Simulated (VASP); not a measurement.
# Yb (Fm-3m) in VASP: a series of runs

The runs below take Yb through single point, with PBE.

All numbers are computed with VASP 6.6.1; they aren't measurements. Logs are shortened: lines on timing, memory, paths and dates and some standing lists are left out, and cuts for length are marked.

## Step 1: The cell of the first run

Symmetry: Fm-3m, No. 225, cubic system. The conventional cell has a = 5.230 Å, b = 5.230 Å, c = 5.230 Å, α = 90.00°, β = 90.00°, γ = 90.00°. Within 4.9 Å of Yb (site symmetry m-3m) lie 12 Yb at 3.70 Å.

## Step 2: Single point, PBE

File INCAR:

```
SYSTEM = Yb
  ALGO = Normal
  EDIFF = 1E-7
  ENCUT = 520
  GGA = PE
  ISIF = 2
  ISMEAR = -1
  LASPH = .True.
  LCHARG = .False.
  LREAL = .False.
  LWAVE = .False.
  NBANDS = 18
  NELM = 60
  PREC = Accurate
  SIGMA = 0.03
```

File KPOINTS:

```
k-points
0
Gamma
  10 10 10
  0 0 0
```

File POSCAR:

```
Yb
1.0
    0.0000000000      2.6151647068      2.6151647068
    2.6151647068      0.0000000000      2.6151647068
    2.6151647068      2.6151647068      0.0000000000
Yb
1
Direct
    0.0000000000      0.0000000000      0.0000000000
```

Potentials or basis: VASP PAW PBE potentials, release 64 (Yb).

Run with:

```
> cat potpaw_PBE.64/Yb/POTCAR > POTCAR
> mpirun -np 1 vasp_std > vasp.out
```

OUTCAR:

```text
SYSTEM = Yb
   EDIFF = 1E-7
   ENCUT = 520
   GGA = PE
   ISIF = 2
   ISMEAR = -1
   LASPH = .True.
   LREAL = .False.
   NELM = 60
   PREC = Accurate

 ion  position               nearest neighbor table
   1  0.000  0.000  0.000-

  LATTYP: Found a face centered cubic cell.
 ALAT       =     5.2303294136

  Lattice vectors:

 A1 = (   0.0000000000,   2.6151647068,   2.6151647068)
 A2 = (   2.6151647068,   0.0000000000,   2.6151647068)
 A3 = (   2.6151647068,   2.6151647068,   0.0000000000)

Analysis of symmetry for initial positions (statically):
=====================================================================
 Subroutine PRICEL returns:
 Original cell was already a primitive cell.

 Routine SETGRP: Setting up the symmetry group for a
 face centered cubic supercell.

 Subroutine GETGRP returns: Found 48 space group operations
 (whereof 48 operations were pure point group operations)
 out of a pool of 48 trial point group operations.

The static configuration has the point symmetry O_h .

Analysis of symmetry for dynamics (positions and initial velocities):
=====================================================================
 Subroutine PRICEL returns:
 Original cell was already a primitive cell.

 Routine SETGRP: Setting up the symmetry group for a
 face centered cubic supercell.

 Subroutine GETGRP returns: Found 48 space group operations
 (whereof 48 operations were pure point group operations)
 out of a pool of 48 trial point group operations.

The dynamic configuration has the point symmetry O_h .

 Subroutine INISYM returns: Found 48 space group operations
 (whereof 48 operations are pure point group operations),
 and found     1 'primitive' translations

----------------------------------------------------------------------------------------

                                     Primitive cell

  volume of cell :      35.7707

  direct lattice vectors                    reciprocal lattice vectors
     0.000000000  2.615164707  2.615164707    -0.191192547  0.191192547  0.191192547
     2.615164707  0.000000000  2.615164707     0.191192547 -0.191192547  0.191192547
     2.615164707  2.615164707  0.000000000     0.191192547  0.191192547 -0.191192547

  length of vectors
     3.698401396  3.698401396  3.698401396     0.331155205  0.331155205  0.331155205

  position of ions in fractional coordinates (direct lattice)
     0.000000000  0.000000000  0.000000000

[... 64 lines left out ...]
   NGXF,Y,Z  is equivalent  to a cutoff of  25.17, 25.17, 25.17 a.u.
 SYSTEM =  Yb
   PREC   = accura    normal or accurate (medium, high low for compatibility)
   ISTART =      0    job   : 0-new  1-cont  2-samecut
   ICHARG =      2    charge: 1-file 2-atom 10-const
   ISPIN  =      1    spin polarized calculation?
   LNONCOLLINEAR =      F non collinear calculations
   LSORBIT =      F    spin-orbit coupling
   LASPH  =      T    aspherical Exc in radial PAW
   ENCUT  =  520.0 eV  38.22 Ry    6.18 a.u.   6.88  6.88  6.88*2*pi/ulx,y,z
   NELM   =     60;   NELMIN=  2; NELMDL= -5     # of ELM steps
   EDIFF  = 0.1E-06   stopping-criterion for ELM
   LREAL  =      F    real-space projection
   EDIFFG = 0.1E-05   stopping-criterion for IOM
   NSW    =      0    number of steps for IOM
   IBRION =     -1    ionic relax: 0-MD 1-quasi-New 2-CG
   NFREE  =      0    steps in history (QN), initial steepest desc. (CG)
   ISIF   =      2    stress and relaxation
   ISYM   =      2    0-nonsym 1-usesym 2-fastsym
   POTIM  = 0.5000    time-step for ionic-motion
   TEBEG  =    0.0;   TEEND  =   0.0 temperature during run
   PSTRESS=    0.0 pullay stress
   NELECT =      24.0000    total number of electrons
   NUPDOWN=      -1.0000    fix difference up-down
   EMIN   =  10.00;   EMAX   =-10.00  energy-range for DOS
   EFERMI =   0.00;   METHOD = LEGACY
   ISMEAR =    -1;   SIGMA  =   0.03  broadening in eV -4-tet -1-fermi 0-gaus
   EFERMI_NEDOS =   21; number of points for ismear=-14 and -15
   IALGO  =     38    algorithm
   IMIX   =      4    mixing-type and parameters
     AMIX     =   0.40;   BMIX     =  1.00
     AMIX_MAG =   1.60;   BMIX_MAG =  1.00
  volume/ion in A,a.u.               =      35.77       241.39
  Fermi-wavevector in a.u.,A,eV,Ry     =   1.433187  2.708331 27.946707  2.054025
  Thomas-Fermi vector in A             =   2.552733
   LORBIT       =      0    0 simple, 1 ext, 2 COOP (PROOUT), +10 PAW based schemes
   GGA     = PE    functional components
   LHFCALC =     F    Hartree Fock is set to
   AEXX    =    0.0000 exact exchange contribution
   IVDW    =     0    specifies the selected vdW correction
   LEPSILON=     F    determine dielectric tensor
   LRPA    =     F    only Hartree local field effects (RPA)
 non-spin polarized calculation
  energy-cutoff  :      520.00
  volume of cell :       35.77
 maximum number of plane-waves:       982
   NGX = 13   NGY = 13   NGZ = 13

 number of electron      24.0000013 magnetization

 Free energy of the ion-electron system (eV)
  ---------------------------------------------------
  ext. energy  EPLUGINS =         0.00000000
  ---------------------------------------------------
  free energy    TOTEN  =        -3.56812483 eV

  energy without entropy =       -3.56491302  energy(sigma->0) =       -3.56651893

 E-fermi :   1.6147     XC(G=0):  -9.4611

 val. band max:        1.5968235423   @ k =  -0.4000   0.3000   0.0000
 cond. band min:       1.6177514129   @ k =  -0.3000   0.4000   0.2000
 fundamental gap:      0.0209278706
 Fermi energy:         1.6147178696

 k-point     1 :       0.0000    0.0000    0.0000
  band No.  band energies     occupation
      1     -50.1102      2.00000
      2     -22.2973      2.00000
      3     -22.2973      2.00000
      4     -22.2973      2.00000
      5      -3.5778      2.00000
      6       1.1431      2.00000
[... 481 lines left out ...]
      5      -0.4000      2.00000
      6       1.2086      2.00000
[... 10 lines left out ...]
     17       8.0434      0.00000
     18      10.3176      0.00000

 [... further k-points ...]
[... 5 lines left out ...]
  --------------------------------------------------------------------------------------
  -------------------------------------------------------------------------------------
  Total       -0.0076325     -0.0076325     -0.0076325      0.0000000      0.0000000      0.0000000
  in kB       -0.3418603     -0.3418603     -0.3418603      0.0000000      0.0000000      0.0000000
  external PRESSURE =      -0.3418603 kB  Pullay stress =       0.0000000 kB

 VOLUME and BASIS-vectors are now :
 -----------------------------------------------------------------------------
  energy-cutoff  :      520.00
  volume of cell :       35.77
      direct lattice vectors                 reciprocal lattice vectors
     0.000000000  2.615164707  2.615164707    -0.191192547  0.191192547  0.191192547
     2.615164707  0.000000000  2.615164707     0.191192547 -0.191192547  0.191192547
     2.615164707  2.615164707  0.000000000     0.191192547  0.191192547 -0.191192547

 POSITION                                       TOTAL-FORCE (eV/Angst)
 -----------------------------------------------------------------------------------
      0.00000      0.00000      0.00000        -0.000000     -0.000000      0.000000
 -----------------------------------------------------------------------------------
    total drift:                               -0.000000     -0.000000     -0.000000

  FREE ENERGIE OF THE ION-ELECTRON SYSTEM (eV)
  ---------------------------------------------------
  free  energy   TOTEN  =        -3.5681248311 eV

  energy  without entropy=       -3.5649130205  energy(sigma->0) =       -3.56651893
```

OSZICAR:

```text
N       E                     dE             d eps       ncg     rms          rms(c)
DAV:   1     0.120443120454E+03    0.12044E+03   -0.86067E+03  2116   0.915E+03
DAV:   2     0.126790694985E+02   -0.10776E+03   -0.10434E+03  2126   0.568E+02
DAV:   3    -0.134939574457E+01   -0.14028E+02   -0.13883E+02  2526   0.118E+02
DAV:   4    -0.359461962633E+01   -0.22452E+01   -0.22368E+01  3296   0.368E+01
[... 33 lines left out ...]
DAV:  38    -0.356812707951E+01    0.67568E-05   -0.79973E-06  3102   0.965E-02    0.239E-02
DAV:  39    -0.356812529432E+01    0.17852E-05   -0.31799E-06  3036   0.635E-02    0.681E-03
DAV:  40    -0.356812502524E+01    0.26908E-06   -0.38245E-07  2428   0.186E-02    0.435E-03
DAV:  41    -0.356812488811E+01    0.13713E-06   -0.23359E-07  1824   0.725E-03    0.479E-03
DAV:  42    -0.356812483108E+01    0.57030E-07   -0.67126E-08  1094   0.821E-03
   1 F= -.35681248E+01 E0= -.35665189E+01  d E =-.321181E-02
```

stdout:

```text
POSCAR found type information on POSCAR Yb
 POSCAR found :  1 types and       1 ions
 scaLAPACK will be used
 LDA part: xc-table for (Slater+PW92), standard interpolation
 POSCAR, INCAR and KPOINTS ok, starting setup
 FFT: planning ... GRIDC
 FFT: planning ... GRID_SOFT
 FFT: planning ... GRID
 WAVECAR not read
 entering main loop
```

Run time: 4.6 min. Hardware: 1 thread of AMD EPYC 7R13, shared host; peak memory 0.16 GiB.

Results:

* Free energy: -3.5681 eV
* Pressure: 0.0 GPa
* Band gap on the k mesh: zero (band 12 reaches 1.62 eV, above the bottom of band 13 at 1.60 eV)

Levels at points of the mesh, in eV from the Fermi level:
```csv
k point,band 9,band 10,band 11,band 12,band 13,band 14,band 15,band 16
"(0.00, 0.00, 0.00)",-0.37,-0.28,-0.28,-0.28,2.85,2.85,2.85,4.99
"(0.50, 0.00, 0.00)",-0.39,-0.29,-0.29,-0.28,0.37,2.63,2.63,6.55
"(0.50, 0.50, 0.00)",-0.37,-0.32,-0.31,-0.31,0.07,1.73,6.57,7.02
```

Caveat: spin-orbit coupling is left out, which moves the levels of the heavy elements.

## Step 3: Single point, PBE

File INCAR:

```
SYSTEM = Yb
PREC     = Accurate       ! precision mode
ENCUT    = 520            ! plane-wave cutoff, eV
EDIFF    = 1E-6           ! SCF threshold, eV
ISMEAR   = -1             ! smearing method
SIGMA    = 0.2            ! smearing width, eV
LREAL    = .False.        ! projectors in reciprocal space
LASPH    = .True.         ! aspherical terms in the spheres
NELM     = 60             ! most SCF steps
ALGO     = Normal         ! electronic algorithm
ISIF     = 2              ! what is computed and relaxed
LWAVE    = .False.        ! write WAVECAR
LCHARG   = .False.        ! write CHGCAR
GGA      = PE             ! functional
NBANDS   = 18             ! bands
```

File KPOINTS:

```
Automatic mesh
0
Gamma
  10 10 10
  0 0 0
```

POSCAR is that of step 2.

Potentials or basis: VASP PAW PBE potentials, release 64 (Yb).

Run with:

```
> cat potpaw_PBE.64/Yb/POTCAR > POTCAR
> mpirun -np 1 vasp_std > vasp.out
```

It took 2.1 min on 1 thread of AMD EPYC 7R13, shared host; peak memory 0.16 GiB.

It converged, with:

| Item | Value |
| --- | --- |
| Free energy | -3.7470 eV |
| Pressure | -0.4 GPa |
| Band gap on the k mesh | zero (band 12 reaches 1.51 eV, above the bottom of band 13 at 1.50 eV) |

Levels at points of the mesh, in eV from the Fermi level:
```csv
k point,band 8,band 9,band 10,band 11,band 12,band 13,band 14,band 15,band 16,band 17
"(0.00, 0.00, 0.00)",-0.85,-0.85,-0.76,-0.76,-0.76,2.77,2.77,2.77,4.89,4.89
"(0.50, 0.00, 0.00)",-0.86,-0.85,-0.78,-0.78,-0.76,0.31,2.56,2.56,6.43,6.43
"(0.50, 0.50, 0.00)",-0.85,-0.85,-0.79,-0.79,-0.79,0.02,1.68,6.45,6.89,6.91
```

Caveat: spin-orbit coupling is left out, which moves the levels of the heavy elements.

## Step 4: Single point, PBE

File INCAR:

```
  PREC = Accurate
  ENCUT = 520
  EDIFF = 1E-6
  ISMEAR = -1
  SIGMA = 0.3
  LREAL = False
  LASPH = True
  NELM = 60
  ALGO = Normal
  ISIF = 2
  LWAVE = False
  LCHARG = False
  GGA = PE
  NBANDS = 18
```

File KPOINTS:

```
Automatic mesh
0
Gamma
  10 10 10
```

POSCAR is that of step 3.

Run with:

```
> cat potpaw_PBE.64/Yb/POTCAR > POTCAR
> mpirun -np 1 vasp_std > vasp.out
```

Run time: 2 min. Hardware: 1 thread of AMD EPYC 7R13, shared host; peak memory 0.16 GiB.

The run converged. Its results:

```
Free energy            : -3.9792 eV
Pressure               : 0.2 GPa
Band gap on the k mesh : zero (band 12 reaches 1.47 eV, above the bottom of band 13 at 1.47 eV)
```

Levels at points of the mesh, in eV from the Fermi level:
| k point | band 9 | band 10 | band 11 | band 12 | band 13 | band 14 | band 15 | band 16 |
| --- | --- | --- | --- | --- | --- | --- | --- | --- |
| (0.00, 0.00, 0.00) | -1.16 | -1.07 | -1.07 | -1.07 | 2.75 | 2.75 | 2.75 | 4.84 |
| (0.50, 0.00, 0.00) | -1.14 | -1.09 | -1.09 | -1.07 | 0.31 | 2.54 | 2.54 | 6.37 |
| (0.50, 0.50, 0.00) | -1.15 | -1.10 | -1.10 | -1.10 | 0.02 | 1.68 | 6.39 | 6.83 |

Caveat: spin-orbit coupling is left out, which moves the levels of the heavy elements.

## Step 5: The runs side by side

| smearing | gap on the mesh (eV) | pressure (GPa) |
| --- | --- | --- |
| fermi-dirac 0.03 eV | none | 0.0 |
| fermi-dirac 0.2 eV | none | -0.4 |
| fermi-dirac 0.3 eV | none | 0.2 |

Alike in all rows: task single point; level PBE; potentials or basis VASP PAW PBE potentials, release 64 (Yb); no spin polarisation; cell as given; k mesh 10 × 10 × 10; cutoff (eV) 520.

Every run on the cell as given and a fine mesh finds a metal.

Caveats: spin-orbit coupling is left out, which moves the levels of the heavy elements.

Absolute energies hang on the potentials; compare differences alone.
